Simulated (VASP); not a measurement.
# GaSb (I-4m2) in VASP: further runs, part 2 of 2

VASP 6.6.1.

### Step 4. Single point, r2SCAN (uniaxial z strain -4.0%)

File POSCAR:

```
GaSb
1.0
    0.0000000000      3.0658787979      2.9432436460
    3.0658787979      0.0000000000      2.9432436460
    3.0658787979      3.0658787979      0.0000000000
Ga Sb
1 1
Direct
    0.0000000000      0.0000000000      0.0000000000
    0.2500000000      0.2500000000      0.2500000000
```

File INCAR.step1:

```
SYSTEM = GaSb
  ALGO = Normal
  EDIFF = 1E-4
  ENCUT = 520
  GGA = PE
  ISMEAR = -1
  LASPH = .TRUE.
  LCHARG = .FALSE.
  LREAL = .FALSE.
  LWAVE = .TRUE.
  NBANDS = 16
  NELM = 100
  PREC = Accurate
  SIGMA = 0.02
```

File INCAR.step2:

```
SYSTEM = GaSb
  ALGO = Normal
  EDIFF = 1E-7
  ENCUT = 520
  ISIF = 2
  ISMEAR = -1
  ISTART = 1
  LASPH = .TRUE.
  LCHARG = .FALSE.
  LMIXTAU = .TRUE.
  LREAL = .FALSE.
  LWAVE = .FALSE.
  METAGGA = R2SCAN
  NBANDS = 16
  NELM = 100
  PREC = Accurate
  SIGMA = 0.02
```

File KPOINTS:

```
k-points
0
G
  8 8 8
  0 0 0
```

Potentials or basis: VASP PAW PBE potentials, release 64 (Ga_d, Sb).

On the command line:

```
$ cat potpaw_PBE.64/Ga_d/POTCAR potpaw_PBE.64/Sb/POTCAR > POTCAR
$ cp INCAR.step1 INCAR
$ mpirun -np 1 vasp_std > vasp.out
$ cp INCAR.step2 INCAR
$ mpirun -np 1 vasp_std > vasp.out
```

OUTCAR:

```text
SYSTEM = GaSb
   EDIFF = 1E-7
   ENCUT = 520
   ISIF = 2
   ISMEAR = -1
   ISTART = 1
   LASPH = .TRUE.
   LREAL = .FALSE.
   METAGGA = R2SCAN
   NELM = 100
   PREC = Accurate

 ion  position               nearest neighbor table
   1  0.000  0.000  0.000-   2 2.62   2 2.62   2 2.62   2 2.62
   2  0.250  0.250  0.250-   1 2.62   1 2.62   1 2.62   1 2.62

  LATTYP: Found a body centered tetragonal cell.
 ALAT       =     4.3358073766
 C/A-ratio  =     1.3576450199

  Lattice vectors:

 A1 = (   0.0000000000,  -3.0658787979,  -2.9432436460)
 A2 = (   0.0000000000,   3.0658787979,  -2.9432436460)
 A3 = (   3.0658787979,   0.0000000000,   2.9432436460)

Analysis of symmetry for initial positions (statically):
=====================================================================
 Subroutine PRICEL returns:
 Original cell was already a primitive cell.

 Routine SETGRP: Setting up the symmetry group for a
 body centered tetragonal supercell.

 Subroutine GETGRP returns: Found  8 space group operations
 (whereof  8 operations were pure point group operations)
 out of a pool of 16 trial point group operations.

The static configuration has the point symmetry D_2d.

Analysis of symmetry for dynamics (positions and initial velocities):
=====================================================================
 Subroutine PRICEL returns:
 Original cell was already a primitive cell.

 Routine SETGRP: Setting up the symmetry group for a
 body centered tetragonal supercell.

 Subroutine GETGRP returns: Found  8 space group operations
 (whereof  8 operations were pure point group operations)
 out of a pool of 16 trial point group operations.

The dynamic configuration has the point symmetry D_2d.

 Subroutine INISYM returns: Found  8 space group operations
 (whereof  8 operations are pure point group operations),
 and found     1 'primitive' translations

----------------------------------------------------------------------------------------

                                     Primitive cell

  volume of cell :      55.3307

  direct lattice vectors                    reciprocal lattice vectors
     0.000000000  3.065878798  2.943243646    -0.163085377  0.163085377  0.169880601
     3.065878798  0.000000000  2.943243646     0.163085377 -0.163085377  0.169880601
     3.065878798  3.065878798  0.000000000     0.163085377  0.163085377 -0.169880601

  length of vectors
     4.249975996  4.249975996  4.335807377     0.286449121  0.286449121  0.286449121

  position of ions in fractional coordinates (direct lattice)
     0.000000000  0.000000000  0.000000000
     0.250000000  0.250000000  0.250000000

  ion indices of the primitive-cell ions
   primitive index   ion index
                 1           1
                 2           2

----------------------------------------------------------------------------------------

 KPOINTS: k-points

Automatic generation of k-mesh.
 Grid dimensions read from file:
 generate k-points for:    8    8    8

 Generating k-lattice:

  Cartesian coordinates                     Fractional coordinates (reciprocal lattice)
    -0.020385672  0.020385672  0.021235075     0.125000000  0.000000000  0.000000000
     0.020385672 -0.020385672  0.021235075     0.000000000  0.125000000  0.000000000
     0.020385672  0.020385672 -0.021235075     0.000000000  0.000000000  0.125000000

  Length of vectors
     0.035806140  0.035806140  0.035806140

  Shift w.r.t. Gamma in fractional coordinates (k-lattice)
     0.000000000  0.000000000  0.000000000

 Subroutine IBZKPT returns following result:
 ===========================================

 Found     59 irreducible k-points:

 Following reciprocal coordinates:
            Coordinates               Weight
  0.000000  0.000000  0.000000      1.000000
  0.125000  0.000000  0.000000      8.000000
  0.250000  0.000000  0.000000      8.000000
  0.375000  0.000000  0.000000      8.000000
  0.500000  0.000000  0.000000      4.000000
  0.125000  0.125000  0.000000      2.000000
[... 16 lines left out ...]
  0.250000  0.000000  0.125000     16.000000
  0.375000  0.000000  0.125000     16.000000
 [... further k-points ...]
   k-points           NKPTS =     59   k-points in BZ     NKDIM =     59   number of bands    NBANDS=     16
   number of dos      NEDOS =    301   number of ions     NIONS =      2
   total plane-waves  NPLWV =  32768
   dimension x,y,z NGX =    32 NGY =   32 NGZ =   32
   dimension x,y,z NGXF=    64 NGYF=   64 NGZF=   64
   ions per type =               1   1
   NGX,Y,Z   is equivalent  to a cutoff of  12.52, 12.52, 12.27 a.u.
   NGXF,Y,Z  is equivalent  to a cutoff of  25.03, 25.03, 24.54 a.u.
 SYSTEM =  GaSb
   PREC   = accura    normal or accurate (medium, high low for compatibility)
   ISTART =      1    job   : 0-new  1-cont  2-samecut
   ICHARG =      0    charge: 1-file 2-atom 10-const
   ISPIN  =      1    spin polarized calculation?
   LNONCOLLINEAR =      F non collinear calculations
   LSORBIT =      F    spin-orbit coupling
   LASPH  =      T    aspherical Exc in radial PAW
   ENCUT  =  520.0 eV  38.22 Ry    6.18 a.u.   7.90  7.90  8.06*2*pi/ulx,y,z
   NELM   =    100;   NELMIN=  2; NELMDL=  0     # of ELM steps
   EDIFF  = 0.1E-06   stopping-criterion for ELM
   LREAL  =      F    real-space projection
   EDIFFG = 0.1E-05   stopping-criterion for IOM
   NSW    =      0    number of steps for IOM
   IBRION =     -1    ionic relax: 0-MD 1-quasi-New 2-CG
   NFREE  =      0    steps in history (QN), initial steepest desc. (CG)
   ISIF   =      2    stress and relaxation
   ISYM   =      2    0-nonsym 1-usesym 2-fastsym
   POTIM  = 0.5000    time-step for ionic-motion
   TEBEG  =    0.0;   TEEND  =   0.0 temperature during run
   PSTRESS=    0.0 pullay stress
   NELECT =      18.0000    total number of electrons
   NUPDOWN=      -1.0000    fix difference up-down
   EMIN   =  10.00;   EMAX   =-10.00  energy-range for DOS
   EFERMI =   0.00;   METHOD = LEGACY
   ISMEAR =    -1;   SIGMA  =   0.02  broadening in eV -4-tet -1-fermi 0-gaus
   EFERMI_NEDOS =   21; number of points for ismear=-14 and -15
   IALGO  =     38    algorithm
   IMIX   =      4    mixing-type and parameters
     AMIX     =   0.40;   BMIX     =  1.00
     AMIX_MAG =   1.60;   BMIX_MAG =  1.00
  volume/ion in A,a.u.               =      27.67       186.69
  Fermi-wavevector in a.u.,A,eV,Ry     =   1.125927  2.127694 17.248267  1.267712
  Thomas-Fermi vector in A             =   2.262607
   LORBIT       =      0    0 simple, 1 ext, 2 COOP (PROOUT), +10 PAW based schemes
   METAGGA = R2SCAN    functional components
   LHFCALC =     F    Hartree Fock is set to
   AEXX    =    0.0000 exact exchange contribution
   IVDW    =     0    specifies the selected vdW correction
   LEPSILON=     F    determine dielectric tensor
   LRPA    =     F    only Hartree local field effects (RPA)
 non-spin polarized calculation
  energy-cutoff  :      520.00
  volume of cell :       55.33
 maximum number of plane-waves:      1507
   NGX = 15   NGY = 15   NGZ = 17

 number of electron      17.9999993 magnetization

 Free energy of the ion-electron system (eV)
  ---------------------------------------------------
  ext. energy  EPLUGINS =         0.00000000
  ---------------------------------------------------
  free energy    TOTEN  =       -37.57350253 eV

  energy without entropy =      -37.57350252  energy(sigma->0) =      -37.57350252

 E-fermi :   5.4711     XC(G=0):  -9.8817

 val. band max:        5.2065894621   @ k =   0.0000   0.0000   0.0000
 cond. band min:       5.7450909747   @ k =   0.0000   0.0000   0.0000
 fundamental gap:      0.5385015126
 Fermi energy:         5.4710552775

 k-point     1 :       0.0000    0.0000    0.0000
  band No.  band energies     occupation
      1     -10.5250      2.00000
      2     -10.5250      2.00000
      3     -10.5199      2.00000
      4     -10.4633      2.00000
      5     -10.4585      2.00000
      6      -7.1354      2.00000
[... 8 lines left out ...]
     15      13.7784      0.00000
     16      14.4106      0.00000

 k-point     2 :       0.1250    0.0000    0.0000
  band No.  band energies     occupation
      1     -10.5290      2.00000
      2     -10.5228      2.00000
      3     -10.5190      2.00000
      4     -10.4636      2.00000
      5     -10.4586      2.00000
      6      -6.9592      2.00000
[... 8 lines left out ...]
     15      13.0779      0.00000
     16      13.4806      0.00000
[... 387 lines left out ...]
      5     -10.4594      2.00000
      6      -6.5119      2.00000
[... 8 lines left out ...]
     15      13.6884      0.00000
     16      14.2097      0.00000

 k-point    24 :       0.3750    0.0000    0.1250
  band No.  band energies     occupation
      1     -10.5538      2.00000
      2     -10.5117      2.00000
      3     -10.5079      2.00000
      4     -10.4644      2.00000
      5     -10.4590      2.00000
      6      -5.8556      2.00000
[... 8 lines left out ...]
     15      14.1379      0.00000
     16      14.8888      0.00000

 [... further k-points ...]
[... 5 lines left out ...]
  --------------------------------------------------------------------------------------
  -------------------------------------------------------------------------------------
  Total        0.6498951      0.6498951      1.3036054      0.0000000      0.0000000     -0.0000000
  in kB       18.8186167     18.8186167     37.7477051      0.0000000      0.0000000     -0.0000000
  external PRESSURE =      25.1283128 kB  Pullay stress =       0.0000000 kB

 VOLUME and BASIS-vectors are now :
 -----------------------------------------------------------------------------
  energy-cutoff  :      520.00
  volume of cell :       55.33
      direct lattice vectors                 reciprocal lattice vectors
     0.000000000  3.065878798  2.943243646    -0.163085377  0.163085377  0.169880601
     3.065878798  0.000000000  2.943243646     0.163085377 -0.163085377  0.169880601
     3.065878798  3.065878798  0.000000000     0.163085377  0.163085377 -0.169880601

 POSITION                                       TOTAL-FORCE (eV/Angst)
 -----------------------------------------------------------------------------------
      0.00000      0.00000      0.00000         0.000000     -0.000000     -0.000000
      1.53294      1.53294      1.47162         0.000000      0.000000      0.000000
 -----------------------------------------------------------------------------------
    total drift:                               -0.000009     -0.000009      0.000012

  FREE ENERGIE OF THE ION-ELECTRON SYSTEM (eV)
  ---------------------------------------------------
  free  energy   TOTEN  =       -37.5735025256 eV

  energy  without entropy=      -37.5735025214  energy(sigma->0) =      -37.57350252
```

Run time: 82 s. Hardware: 1 thread of Intel Xeon Platinum 8488C (Sapphire Rapids), shared host; peak memory 0.21 GiB.

What came out:

```yaml
Free_energy: -37.5735 eV
Pressure: 2.5 GPa
Band_gap_on_the_k_mesh: 0.54 eV, direct
```

Caveat: the cell differs from its parent crystal (uniaxial z strain -4.0%); the PAW data sets were made with another functional, which shifts forces and pressure a little; spin-orbit coupling is left out, which moves the levels of the heavy elements.

### Step 5. Single point, r2SCAN (uniaxial z strain -3.0%)

File POSCAR:

```
GaSb
1.0
    0.0000000000      3.0658787979      2.9739024340
    3.0658787979      0.0000000000      2.9739024340
    3.0658787979      3.0658787979      0.0000000000
Ga Sb
1 1
Direct
    0.0000000000      0.0000000000      0.0000000000
    0.2500000000      0.2500000000      0.2500000000
```

File INCAR.step1:

```
SYSTEM = GaSb
ALGO = Normal ; EDIFF = 1E-4
ENCUT = 520 ; GGA = PE
ISMEAR = -1 ; LASPH = .True.
LCHARG = .False. ; LREAL = .False.
LWAVE = .True. ; NBANDS = 16
NELM = 60 ; PREC = Accurate
SIGMA = 0.02
```

File INCAR.step2:

```
SYSTEM = GaSb
ALGO = Normal ; EDIFF = 1E-7
ENCUT = 520 ; ISIF = 2
ISMEAR = -1 ; ISTART = 1
LASPH = .True. ; LCHARG = .False.
LMIXTAU = .True. ; LREAL = .False.
LWAVE = .False. ; METAGGA = R2SCAN
NBANDS = 16 ; NELM = 60
PREC = Accurate ; SIGMA = 0.02
```

File KPOINTS:

```
k-points
0
Gamma
  8 8 8
  0 0 0
```

On the command line:

```
$ cat potpaw_PBE.64/Ga_d/POTCAR potpaw_PBE.64/Sb/POTCAR > POTCAR
$ cp INCAR.step1 INCAR
$ mpirun -np 1 vasp_std > vasp.out
$ cp INCAR.step2 INCAR
$ mpirun -np 1 vasp_std > vasp.out
```

Run time: 84 s. Hardware: 1 thread of Intel Xeon Platinum 8488C (Sapphire Rapids), shared host; peak memory 0.22 GiB.

It converged, with:

```yaml
Free_energy: -37.5853 eV
Pressure: 1.9 GPa
Band_gap_on_the_k_mesh: 0.50 eV, direct
```

Stress tensor (GPa, compression positive):
```
1.38 0.00 0.00
0.00 1.38 0.00
0.00 0.00 2.82
```

Levels at points of the mesh, in eV from the valence-band top:
```csv
k point,band 7,band 8,band 9,band 10,band 11,band 12
"(0.00, 0.00, 0.00)",-0.18,-0.18,0.00,0.50,2.79,2.89
"(0.50, 0.00, 0.00)",-6.83,-1.50,-1.25,0.60,3.80,3.99
"(0.50, 0.50, 0.00)",-7.18,-3.03,-3.03,0.81,1.18,9.31
"(0.50, 0.00, 0.50)",-7.34,-2.85,-2.82,1.06,1.39,9.24
```

Caveat: the cell differs from its parent crystal (uniaxial z strain -3.0%); the PAW data sets were made with another functional, which shifts forces and pressure a little; spin-orbit coupling is left out, which moves the levels of the heavy elements. A k mesh can miss the band edges.

### Step 6. Single point, r2SCAN, non-collinear spin, zero start, spin-orbit coupling (uniaxial z strain -4.0%)

File POSCAR:

```
GaSb
1.0
    0.0000000000      3.0658787979      2.9432436460
    3.0658787979      0.0000000000      2.9432436460
    3.0658787979      3.0658787979      0.0000000000
Ga Sb
1 1
Direct
    0.0000000000      0.0000000000      0.0000000000
    0.2500000000      0.2500000000      0.2500000000
```

File INCAR.step1:

```
SYSTEM = GaSb
PREC = Accurate
ENCUT = 520
ISMEAR = -1
SIGMA = 0.02
LREAL = .FALSE.
LASPH = .TRUE.
NELM = 150
MAGMOM = 0 0 0 0 0 0
LSORBIT = .TRUE.
GGA_COMPAT = .FALSE.
NBANDS = 30
GGA = PE
ALGO = Normal
EDIFF = 1E-4
LWAVE = .TRUE.
LCHARG = .FALSE.
```

File INCAR.step2:

```
SYSTEM = GaSb
PREC = Accurate
ENCUT = 520
EDIFF = 1E-6
ISMEAR = -1
SIGMA = 0.02
LREAL = .FALSE.
LASPH = .TRUE.
NELM = 150
ALGO = Normal
ISIF = 2
LWAVE = .FALSE.
LCHARG = .FALSE.
MAGMOM = 0 0 0 0 0 0
LORBIT = 11
LSORBIT = .TRUE.
GGA_COMPAT = .FALSE.
LORBMOM = .TRUE.
METAGGA = R2SCAN
LMIXTAU = .TRUE.
NBANDS = 30
ISTART = 1
```

File KPOINTS:

```
Automatic mesh
0
G
  8 8 8
  0 0 0
```

Potentials or basis: VASP PAW PBE potentials, release 64 (Ga_d, Sb).

On the command line:

```
$ cat potpaw_PBE.64/Ga_d/POTCAR potpaw_PBE.64/Sb/POTCAR > POTCAR
$ cp INCAR.step1 INCAR
$ mpirun -np 1 vasp_ncl > vasp.out
$ cp INCAR.step2 INCAR
$ mpirun -np 1 vasp_ncl > vasp.out
```

Wall time 12 min (1 thread of Intel Xeon Platinum 8488C (Sapphire Rapids), shared host); peak memory 0.5 GiB.

The run converged. Its results:

```yaml
Free_energy: -37.6356 eV
Pressure: 2.5 GPa
Net_moment: 0.00 μB per cell
Valence_electrons_inside_the_program's_atomic_spheres: Ga 11.64; Sb 2.52
```

Stress tensor (GPa, compression positive):
```
1.89 0.00 0.00
0.00 1.89 0.00
0.00 0.00 3.77
```

Moments on the atoms (μB; x, y, z):
```
Ga  0.00 0.00 0.00
Sb  0.00 0.00 0.00
```

Caveat: the cell differs from its parent crystal (uniaxial z strain -4.0%); the PAW data sets were made with another functional, which shifts forces and pressure a little.

### Step 7. The runs side by side

| level | spin | cell | gap on the mesh (eV) | pressure (GPa) |
| --- | --- | --- | --- | --- |
| PBE | off | a = 4.250, b = 4.250, c = 4.336 Å, angles 59.3, 59.3, 61.3°, 2 atoms | 0.12 | 4.4 |
| PBE | off | a = 4.271, b = 4.271, c = 4.336 Å, angles 59.5, 59.5, 61.0°, 2 atoms | 0.09 | 3.8 |
| r2SCAN | off | a = 4.250, b = 4.250, c = 4.336 Å, angles 59.3, 59.3, 61.3°, 2 atoms | 0.54 | 2.5 |
| r2SCAN | off | a = 4.271, b = 4.271, c = 4.336 Å, angles 59.5, 59.5, 61.0°, 2 atoms | 0.50 | 1.9 |
| r2SCAN | non-collinear, zero start, SOC | a = 4.250, b = 4.250, c = 4.336 Å, angles 59.3, 59.3, 61.3°, 2 atoms | - | 2.5 |

Alike in all rows: task single point; potentials or basis VASP PAW PBE potentials, release 64 (Ga_d, Sb); k mesh 8 × 8 × 8; cutoff (eV) 520; smearing fermi-dirac 0.02 eV.

Caveats: spin-orbit coupling is left out, which moves the levels of the heavy elements (some runs); the PAW data sets were made with another functional, which shifts forces and pressure a little (some runs).

Absolute energies hang on the potentials; compare differences alone.
